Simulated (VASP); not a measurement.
# MgO in VASP: single point with PBEsol

Aim: the single point of MgO with PBEsol.

Everything below comes from runs of VASP 6.6.1. Logs are shortened: lines on timing, memory, paths and dates and some standing lists are left out, and cuts for length are marked.

**1. The cell of the first run**

The cell holds a wire with vacuum, 28 atoms: a = 14.200 Å, b = 15.300 Å, c = 8.877 Å, α = 90.00°, β = 90.00°, γ = 90.00°.

**2. Single point, PBEsol**

INCAR reads:

```
  PREC = Accurate
  ENCUT = 520
  EDIFF = 1E-7
  ISMEAR = 0
  SIGMA = 0.05
  LREAL = Auto
  LASPH = True
  NELM = 80
  ALGO = Normal
  ISIF = 2
  LWAVE = False
  LCHARG = False
  GGA = PS
  NBANDS = 76
```

KPOINTS reads:

```
Automatic mesh
0
Gamma
  1 1 5
```

POSCAR reads:

```
MgO
1.0
   14.2000000000      0.0000000000      0.0000000000
    0.0000000000     15.3000000000      0.0000000000
    0.0000000000      0.0000000000      8.8767937833
Mg O
14 14
Direct
    0.6144935208      0.5000000000      0.1222408022
    0.4549517113      0.3453486663      0.3417505746
    0.4549517113      0.6546513337      0.3417505746
    0.3292273706      0.5000000000      0.5107449093
    0.5450482887      0.3453486663     -0.0084172413
    0.5450482887      0.6546513337     -0.0084172413
    0.3855064792      0.5000000000      0.2110925311
    0.6707726294      0.5000000000      0.8225884240
    0.3604331592      0.4133386750     -0.1140252092
    0.6395668408      0.4133386750      0.4473585425
    0.5000000000      0.6023750675      0.6666666667
    0.3604331592      0.5866613250     -0.1140252092
    0.6395668408      0.5866613250      0.4473585425
    0.5000000000      0.3976249325      0.6666666667
    0.6824283002      0.5000000000      0.3158696425
    0.5457150651      0.3330864927      0.4955884239
    0.5457150651      0.6669135073      0.4955884239
    0.3934863046      0.5000000000      0.7085868311
    0.3175716998      0.5000000000      0.0174636909
    0.6065136954      0.5000000000      0.6247465022
    0.4542849349      0.3330864927      0.8377449094
    0.4542849349      0.6669135073      0.8377449094
    0.5000000000      0.4046219857      0.1666666667
    0.3453878077      0.5923679333      0.3772805289
    0.6546121923      0.5923679333      0.9560528045
    0.5000000000      0.5953780143      0.1666666667
    0.3453878077      0.4076320667      0.3772805289
    0.6546121923      0.4076320667      0.9560528045
```

Potentials or basis: VASP PAW PBE potentials, release 64 (Mg, O).

Command:

```
$ cat potpaw_PBE.64/Mg/POTCAR potpaw_PBE.64/O/POTCAR > POTCAR
$ mpirun -np 1 vasp_std > vasp.out
```

OUTCAR:

```text
PREC = Accurate
   ENCUT = 520
   EDIFF = 1E-7
   ISMEAR = 0
   LREAL = Auto
   LASPH = True
   NELM = 80
   ISIF = 2
   GGA = PS

 ion  position               nearest neighbor table
   1  0.614  0.500  0.122-  15 1.97  25 2.12  28 2.12  26 2.22  23 2.22   8 2.78   5 2.81   6 2.81
                            13 3.20  10 3.20   7 3.35
   2  0.455  0.345  0.342-  27 1.85  16 1.89  23 1.91   7 2.81  10 2.97  14 3.06   4 3.32   5 3.36

   3  0.455  0.655  0.342-  24 1.85  17 1.89  26 1.91   7 2.81  13 2.97  11 3.06   4 3.32   6 3.36

   4  0.329  0.500  0.511-  24 1.86  27 1.86  18 1.98   7 2.78  14 3.20  11 3.20   2 3.32   3 3.32
                             9 3.61  12 3.61
   5  0.545  0.345  0.992-  28 1.85  21 1.89  23 1.91   1 2.81   9 2.97  14 3.06   8 3.32   2 3.36

   6  0.545  0.655  0.992-  25 1.85  22 1.89  26 1.91   1 2.81  12 2.97  11 3.06   8 3.32   3 3.36
[... 13 lines left out ...]
  13  0.640  0.587  0.447-  17 1.86  15 1.87  20 2.11  10 2.65  11 2.79   3 2.97   1 3.20   8 3.61

  14  0.500  0.398  0.667-  21 1.92  16 1.92  18 2.21  20 2.21   9 2.79  10 2.79   5 3.06   2 3.06
                            11 3.13   8 3.20   4 3.20
  15  0.682  0.500  0.316-  10 1.87  13 1.87   1 1.97
  16  0.546  0.333  0.496-  10 1.86   2 1.89  14 1.92
  17  0.546  0.667  0.496-  13 1.86   3 1.89  11 1.92
  18  0.393  0.500  0.709-   4 1.98   9 2.11  12 2.11  11 2.21  14 2.21
  19  0.318  0.500  0.017-   9 1.87  12 1.87   7 1.97
  20  0.607  0.500  0.625-   8 1.98  10 2.11  13 2.11  11 2.21  14 2.21
  21  0.454  0.333  0.838-   9 1.86   5 1.89  14 1.92
  22  0.454  0.667  0.838-  12 1.86   6 1.89  11 1.92
  23  0.500  0.405  0.167-   2 1.91   5 1.91   7 2.22   1 2.22
  24  0.345  0.592  0.377-   3 1.85   4 1.86   7 2.12
  25  0.655  0.592  0.956-   6 1.85   8 1.86   1 2.12
  26  0.500  0.595  0.167-   3 1.91   6 1.91   7 2.22   1 2.22
  27  0.345  0.408  0.377-   2 1.85   4 1.86   7 2.12
  28  0.655  0.408  0.956-   5 1.85   8 1.86   1 2.12

  LATTYP: Found a simple orthorhombic cell.
 ALAT       =     8.8767937833
 B/A-ratio  =     1.5996766791
 C/A-ratio  =     1.7235952950

  Lattice vectors:

 A1 = (   0.0000000000,   0.0000000000,   8.8767937833)
 A2 = (  14.2000000000,   0.0000000000,   0.0000000000)
 A3 = (   0.0000000000,  15.3000000000,   0.0000000000)

Analysis of symmetry for initial positions (statically):
=====================================================================
 Subroutine PRICEL returns:
 Original cell was already a primitive cell.

 Routine SETGRP: Setting up the symmetry group for a
 simple orthorhombic supercell.

 Subroutine GETGRP returns: Found  4 space group operations
 (whereof  2 operations were pure point group operations)
 out of a pool of  8 trial point group operations.

The static configuration has the point symmetry C_1h.
 The point group associated with its full space group is C_2h.

Analysis of symmetry for dynamics (positions and initial velocities):
=====================================================================
 Subroutine PRICEL returns:
 Original cell was already a primitive cell.

 Routine SETGRP: Setting up the symmetry group for a
 simple orthorhombic supercell.

 Subroutine GETGRP returns: Found  4 space group operations
 (whereof  2 operations were pure point group operations)
 out of a pool of  8 trial point group operations.

The dynamic configuration has the point symmetry C_1h.
 The point group associated with its full space group is C_2h.

 Subroutine INISYM returns: Found  4 space group operations
 (whereof  2 operations are pure point group operations),
 and found     1 'primitive' translations

----------------------------------------------------------------------------------------

                                     Primitive cell

  volume of cell :    1928.5722

  direct lattice vectors                    reciprocal lattice vectors
    14.200000000  0.000000000  0.000000000     0.070422535  0.000000000  0.000000000
     0.000000000 15.300000000  0.000000000     0.000000000  0.065359477  0.000000000
     0.000000000  0.000000000  8.876793783     0.000000000  0.000000000  0.112653287

  length of vectors
    14.200000000 15.300000000  8.876793783     0.070422535  0.065359477  0.112653287

  position of ions in fractional coordinates (direct lattice)
     0.614493521  0.500000000  0.122240802
     0.454951711  0.345348666  0.341750575
     0.454951711  0.654651334  0.341750575
     0.329227371  0.500000000  0.510744909
     0.545048289  0.345348666  0.991582759
     0.545048289  0.654651334  0.991582759
[... 20 lines left out ...]
     0.345387808  0.407632067  0.377280529
     0.654612192  0.407632067  0.956052804

  ion indices of the primitive-cell ions
   primitive index   ion index
                 1           1
                 2           2
                 3           3
                 4           4
                 5           5
                 6           6
[... 20 lines left out ...]
                27          27
                28          28

----------------------------------------------------------------------------------------

 KPOINTS: Automatic mesh

Automatic generation of k-mesh.
 Grid dimensions read from file:
 generate k-points for:    1    1    5

 Generating k-lattice:

  Cartesian coordinates                     Fractional coordinates (reciprocal lattice)
     0.070422535  0.000000000  0.000000000     1.000000000  0.000000000  0.000000000
     0.000000000  0.065359477  0.000000000     0.000000000  1.000000000  0.000000000
     0.000000000  0.000000000  0.022530657     0.000000000  0.000000000  0.200000000

  Length of vectors
     0.070422535  0.065359477  0.022530657

  Shift w.r.t. Gamma in fractional coordinates (k-lattice)
     0.000000000  0.000000000  0.000000000

 Subroutine IBZKPT returns following result:
 ===========================================

 Found      3 irreducible k-points:

 Following reciprocal coordinates:
            Coordinates               Weight
  0.000000  0.000000  0.000000      1.000000
  0.000000  0.000000  0.200000      2.000000
  0.000000  0.000000  0.400000      2.000000
   k-points           NKPTS =      3   k-points in BZ     NKDIM =      3   number of bands    NBANDS=     76
   number of dos      NEDOS =    301   number of ions     NIONS =     28
   total plane-waves  NPLWV = 907200
   dimension x,y,z NGX =   108 NGY =  120 NGZ =   70
   dimension x,y,z NGXF=   216 NGYF=  240 NGZF=  140
   ions per type =              14  14
   NGX,Y,Z   is equivalent  to a cutoff of  12.64, 13.04, 13.11 a.u.
   NGXF,Y,Z  is equivalent  to a cutoff of  25.29, 26.08, 26.22 a.u.
 SYSTEM =  unknown system
   PREC   = accura    normal or accurate (medium, high low for compatibility)
   ISTART =      0    job   : 0-new  1-cont  2-samecut
   ICHARG =      2    charge: 1-file 2-atom 10-const
   ISPIN  =      1    spin polarized calculation?
   LNONCOLLINEAR =      F non collinear calculations
   LSORBIT =      F    spin-orbit coupling
   LASPH  =      T    aspherical Exc in radial PAW
   ENCUT  =  520.0 eV  38.22 Ry    6.18 a.u.  26.40 28.45 16.50*2*pi/ulx,y,z
   NELM   =     80;   NELMIN=  2; NELMDL= -5     # of ELM steps
   EDIFF  = 0.1E-06   stopping-criterion for ELM
   LREAL  =      T    real-space projection
   EDIFFG = 0.1E-05   stopping-criterion for IOM
   NSW    =      0    number of steps for IOM
   IBRION =     -1    ionic relax: 0-MD 1-quasi-New 2-CG
   NFREE  =      0    steps in history (QN), initial steepest desc. (CG)
   ISIF   =      2    stress and relaxation
   ISYM   =      2    0-nonsym 1-usesym 2-fastsym
   POTIM  = 0.5000    time-step for ionic-motion
   TEBEG  =    0.0;   TEEND  =   0.0 temperature during run
   PSTRESS=    0.0 pullay stress
   NELECT =     112.0000    total number of electrons
   NUPDOWN=      -1.0000    fix difference up-down
   EMIN   =  10.00;   EMAX   =-10.00  energy-range for DOS
   EFERMI =   0.00;   METHOD = LEGACY
   ISMEAR =     0;   SIGMA  =   0.05  broadening in eV -4-tet -1-fermi 0-gaus
   EFERMI_NEDOS =   21; number of points for ismear=-14 and -15
   IALGO  =     38    algorithm
   IMIX   =      4    mixing-type and parameters
     AMIX     =   0.40;   BMIX     =  1.00
     AMIX_MAG =   1.60;   BMIX_MAG =  1.00
  volume/ion in A,a.u.               =      68.88       464.81
  Fermi-wavevector in a.u.,A,eV,Ry     =   0.633970  1.198030  5.468430  0.401918
  Thomas-Fermi vector in A             =   1.697807
   LORBIT       =      0    0 simple, 1 ext, 2 COOP (PROOUT), +10 PAW based schemes
   GGA     = PS    functional components
   LHFCALC =     F    Hartree Fock is set to
   AEXX    =    0.0000 exact exchange contribution
   IVDW    =     0    specifies the selected vdW correction
   LEPSILON=     F    determine dielectric tensor
   LRPA    =     F    only Hartree local field effects (RPA)
 non-spin polarized calculation
 Gauss-broadening in eV      SIGMA  =   0.05
  energy-cutoff  :      520.00
  volume of cell :     1928.57
 maximum number of plane-waves:     51951
 NGX is ok and might be reduce to   108
   NGX = 53   NGY = 57   NGZ = 33

 number of electron     112.0000021 magnetization

 Free energy of the ion-electron system (eV)
  ---------------------------------------------------
  ext. energy  EPLUGINS =         0.00000000
  ---------------------------------------------------
  free energy    TOTEN  =      -152.70509146 eV

  energy without entropy =     -152.70509146  energy(sigma->0) =     -152.70509146

 E-fermi :  -3.5492     XC(G=0):  -2.5077

 val. band max:       -3.7853824419   @ k =   0.0000   0.0000   0.4000
 cond. band min:      -1.6105871175   @ k =   0.0000   0.0000   0.0000
 fundamental gap:      2.1747953244
 Fermi energy:        -3.5491578943

 k-point     1 :       0.0000    0.0000    0.0000
  band No.  band energies     occupation
      1     -20.9862      2.00000
      2     -20.8177      2.00000
      3     -19.8538      2.00000
      4     -19.7960      2.00000
      5     -19.6724      2.00000
      6     -19.6640      2.00000
[... 202 lines left out ...]
     67       1.1253      0.00000
     68       1.2920      0.00000
 [bands above 68 left out]

------------------------ aborting loop because EDIFF is reached ----------------------------------------

  FORCE on cell =-STRESS in cart. coord.  units (eV):
  Direction    XX          YY          ZZ          XY          YZ          ZX
  --------------------------------------------------------------------------------------
  -------------------------------------------------------------------------------------
  Total       -0.2287421     -0.2193637      0.1339803      0.0000000      0.0000000     -0.1174915
  in kB       -0.1900294     -0.1822382      0.1113052      0.0000000      0.0000000     -0.0976070
  external PRESSURE =      -0.0869875 kB  Pullay stress =       0.0000000 kB

 VOLUME and BASIS-vectors are now :
 -----------------------------------------------------------------------------
  energy-cutoff  :      520.00
  volume of cell :     1928.57
      direct lattice vectors                 reciprocal lattice vectors
    14.200000000  0.000000000  0.000000000     0.070422535  0.000000000  0.000000000
     0.000000000 15.300000000  0.000000000     0.000000000  0.065359477  0.000000000
     0.000000000  0.000000000  8.876793783     0.000000000  0.000000000  0.112653287

 POSITION                                       TOTAL-FORCE (eV/Angst)
 -----------------------------------------------------------------------------------
      8.72581      7.65000      1.08511         0.001446      0.000000     -0.006511
      6.46031      5.28383      3.03365         0.014843      0.015038      0.006479
      6.46031     10.01617      3.03365         0.014843     -0.015038      0.006479
      4.67503      7.65000      4.53378         0.023543      0.000000      0.008496
      7.73969      5.28383      8.80208        -0.014843      0.015038     -0.006479
      7.73969     10.01617      8.80208        -0.014843     -0.015038     -0.006479
[... 20 lines left out ...]
      4.90451      6.23677      3.34904        -0.026420     -0.005502     -0.005353
      9.29549      6.23677      8.48668         0.026420     -0.005502      0.005353
 -----------------------------------------------------------------------------------
    total drift:                                0.000005      0.000000      0.000008

  FREE ENERGIE OF THE ION-ELECTRON SYSTEM (eV)
  ---------------------------------------------------
  free  energy   TOTEN  =      -152.7050914628 eV

  energy  without entropy=     -152.7050914628  energy(sigma->0) =     -152.70509146
```

Run time: 21 min. Hardware: 1 thread of AMD EPYC 7R13 (Zen 3), shared host; peak memory 1.6 GiB.

What came out:

* Free energy: -152.7051 eV
* Largest force: 0.030 eV/Å
* Band gap on the k mesh: 2.17 eV, indirect (the least direct gap lies 1.3 meV higher)

Forces in eV/Å, atoms in the order of the input:
```
Mg   0.001  0.000 -0.007
Mg   0.015  0.015  0.006
Mg   0.015 -0.015  0.006
Mg   0.024  0.000  0.008
Mg  -0.015  0.015 -0.006
Mg  -0.015 -0.015 -0.006
Mg  -0.001  0.000  0.007
Mg  -0.024  0.000 -0.008
Mg   0.012  0.006  0.004
Mg  -0.012  0.006 -0.004
Mg   0.000 -0.002  0.000
Mg   0.012 -0.006  0.004
Mg  -0.012 -0.006 -0.004
Mg   0.000  0.002  0.000
O    0.018  0.000 -0.024
O    0.001 -0.018  0.013
O    0.001  0.018  0.013
O   -0.001  0.000 -0.004
O   -0.018  0.000  0.024
O    0.001  0.000  0.004
O   -0.001 -0.018 -0.013
O   -0.001  0.018 -0.013
O    0.000 -0.003  0.000
O   -0.026  0.006 -0.005
O    0.026  0.006  0.005
O    0.000  0.003  0.000
O   -0.026 -0.006 -0.005
O    0.026 -0.006  0.005
```

Caveat: the PAW data sets were made with another functional, which shifts forces and pressure a little.
